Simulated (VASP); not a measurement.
Ta, 2 atoms in the cell. Symmetry: P6_3/mmc, No. 194, hexagonal system. The conventional cell has a = 2.892 Å, b = 2.892 Å, c = 5.107 Å, α = 90.00°, β = 90.00°, γ = 120.00°. Ta (site symmetry -6m2) has 12 Ta at 2.89 to 3.05 Å within 3.8 Å. 

| Property | Result |
| --- | --- |
| Program | VASP 6.6.1 |
| Task | single point |
| Functional | r2SCAN |
| Potentials or basis | VASP PAW PBE potentials, release 64 (Ta_pv) |
| Cutoff | 520 eV |
| k mesh | 16 × 16 × 8 |
| Occupations | methfessel-paxton, width 0.05 eV |
| Spin | no spin polarisation |
| Dipole correction | no |
| Further INCAR settings | ALGO = Normal; EDIFF = 1e-07; NBANDS = 18 |

Potentials or basis: VASP PAW PBE potentials, release 64 (Ta_pv).

Launch:

```sh
$ cat potpaw_PBE.64/Ta_pv/POTCAR > POTCAR
$ cp INCAR.step1 INCAR
$ mpirun -np 1 vasp_std > vasp.out
$ cp INCAR.step2 INCAR
$ mpirun -np 1 vasp_std > vasp.out
```

Hardware: 1 thread of Intel Xeon 6975P-C, with other jobs on the host.

Estimate the wall time of this run.

It took 3.6 min on 1 thread of Intel Xeon 6975P-C, with other jobs on the host, peak memory 0.23 GiB. Counts: k points 150.
